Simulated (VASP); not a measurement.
Wanted: the native input for a VASP 6.6.1 run.

```
Task                   : single point
Functional             : revPBE
Potentials or basis    : VASP PAW PBE potentials, release 64 (Re)
Cutoff                 : 520 eV
k mesh                 : 17 × 17 × 8
Occupations            : fermi-dirac, width 0.1 eV
Spin                   : no spin polarisation
Dipole correction      : no
Further INCAR settings : ALGO = Normal; EDIFF = 1e-07; NBANDS = 14
```

The structure of Re lies in POSCAR:

```
Re
1.0
   -1.8709958642      1.5373423581      1.3714550962
    1.5373423581     -1.8709958642      1.3714550962
    3.4646815690      3.4646815690     -1.9825421036
Re
2
Direct
    0.9583649146      0.0416350854      0.0000000000
    0.7916350854      0.2083649146      0.5000000000
```

The input as run:

INCAR

```
PREC = Accurate ; ENCUT = 520
EDIFF = 1E-7 ; ISMEAR = -1
SIGMA = 0.1 ; LREAL = False
LASPH = True ; NELM = 80
ALGO = Normal ; ISIF = 2
LWAVE = False ; LCHARG = True
GGA = RE ; LELF = True
LVHAR = True ; NBANDS = 14
```

KPOINTS

```
regular mesh
0
Gamma
  17 17 8
```

Potentials or basis: VASP PAW PBE potentials, release 64 (Re).

Run with:

```console
$ cat potpaw_PBE.64/Re/POTCAR > POTCAR
$ mpirun -np 1 vasp_std > vasp.out
```

Results of the run:

The pressure is -0.6 GPa and the band gap on the k mesh is zero (bands 7 and 8 overlap by 3.11 eV).

Caveat: the PAW data sets were made with another functional, which shifts forces and pressure a little; spin-orbit coupling is left out, which moves the levels of the heavy elements.

It took 3.1 min on 1 thread of Intel(R) Xeon(R) Platinum 8559C (Emerald Rapids) (shared host), peak memory 0.36 GiB.
